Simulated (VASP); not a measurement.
**CoSi: single point with PBE**

Crystal: CoSi.

```
Co Si
1.0
     4.43800    0.00000    0.00000
     0.00000    4.43800    0.00000
     0.00000    0.00000    4.43800
Co Si
4 4
Direct
  0.85926 0.64979 0.37291
  0.62918 0.36410 0.86630
  0.35816 0.85592 0.63634
  0.13960 0.13695 0.14788
  0.16229 0.33611 0.66315
  0.34092 0.65003 0.15466
  0.65608 0.17176 0.34505
  0.84552 0.83864 0.83155
```

This cell differs from its parent crystal: atoms moved at random.

```yaml
Program: VASP 6.6.1
Task: single point
Functional: PBE
Potentials_or_basis: VASP PAW PBE potentials, release 64 (Co, Si)
Cutoff: 600 eV
k_mesh: 6 × 6 × 6
Occupations: fermi-dirac, width 0.05 eV
Spin: collinear spin, ferromagnetic start
Starting_moments: "[2.0, 2.0, 2.0, 2.0, 0.0, 0.0, 0.0, 0.0] μB"
Dipole_correction: no
Further_INCAR_settings: ALGO = Normal; EDIFF = 1e-06; NBANDS = 40
```

| Property | Result |
| --- | --- |
| Pressure | 0.9 GPa |
| Largest force | 1.135 eV/Å |
| Band gap on the k mesh | zero (filled and empty bands overlap) |
| Net moment | 0.00 μB per cell |
| Valence electrons inside the program's atomic spheres | Co 8.63, 8.66, 8.62, 8.60; Si 1.61, 1.62 (each value once) |

Forces on the atoms (eV/Å):
```
Co   0.011 -0.523 -0.993
Co   0.960 -0.430 -0.426
Co   0.030  0.031  0.281
Co  -0.091  0.139 -0.157
Si  -0.520  0.207 -0.299
Si  -0.274  0.626  0.439
Si  -0.045 -0.587  0.160
Si  -0.071  0.537  0.996
```

Stress tensor (GPa, compression positive):
```
 0.74 -0.71 -0.32
-0.71  0.44  1.34
-0.32  1.34  1.49
```

Levels at points of the mesh, in eV from the Fermi level:
Spin up:
```
           k point  band 24  band 25  band 26  band 27  band 28  band 29
(0.00, 0.00, 0.00)    -0.83    -0.12    -0.04    -0.01     2.31     2.40
(0.50, 0.00, 0.00)    -0.72    -0.50    -0.49     0.88     0.98     1.33
(0.00, 0.50, 0.00)    -0.72    -0.56    -0.45     0.85     1.02     1.40
(0.00, 0.00, 0.50)    -0.73    -0.55    -0.48     0.89     1.04     1.31
(0.50, 0.50, 0.00)    -1.04    -0.11    -0.08     0.47     0.52     1.93
(0.00, 0.50, 0.50)    -1.02    -0.16     0.00     0.46     0.62     1.87
(0.50, 0.00, 0.50)    -1.05    -0.09    -0.06     0.49     0.52     1.89
(0.50, 0.50, 0.50)    -1.18    -0.34    -0.30    -0.22    -0.18     5.11
```
Spin down:
| k point | band 24 | band 25 | band 26 | band 27 | band 28 | band 29 |
| --- | --- | --- | --- | --- | --- | --- |
| (0.00, 0.00, 0.00) | -0.83 | -0.12 | -0.04 | -0.01 | 2.31 | 2.40 |
| (0.50, 0.00, 0.00) | -0.72 | -0.50 | -0.49 | 0.88 | 0.98 | 1.33 |
| (0.00, 0.50, 0.00) | -0.72 | -0.56 | -0.45 | 0.85 | 1.02 | 1.40 |
| (0.00, 0.00, 0.50) | -0.73 | -0.55 | -0.48 | 0.89 | 1.04 | 1.31 |
| (0.50, 0.50, 0.00) | -1.04 | -0.11 | -0.08 | 0.47 | 0.52 | 1.93 |
| (0.00, 0.50, 0.50) | -1.02 | -0.16 | 0.00 | 0.46 | 0.62 | 1.87 |
| (0.50, 0.00, 0.50) | -1.05 | -0.09 | -0.07 | 0.49 | 0.52 | 1.89 |
| (0.50, 0.50, 0.50) | -1.18 | -0.34 | -0.30 | -0.22 | -0.18 | 5.11 |

Run time: 9.2 min on 4 MPI ranks on Oxide Virtual Turin-like Processor (shared host), peak memory 0.68 GiB a rank.

Caveat: the cell differs from its parent crystal (atoms moved at random); the moments typed at the start vanished in this run; forces of over 1 eV/Å act on the atoms, so gaps and moduli don't describe the material at rest.
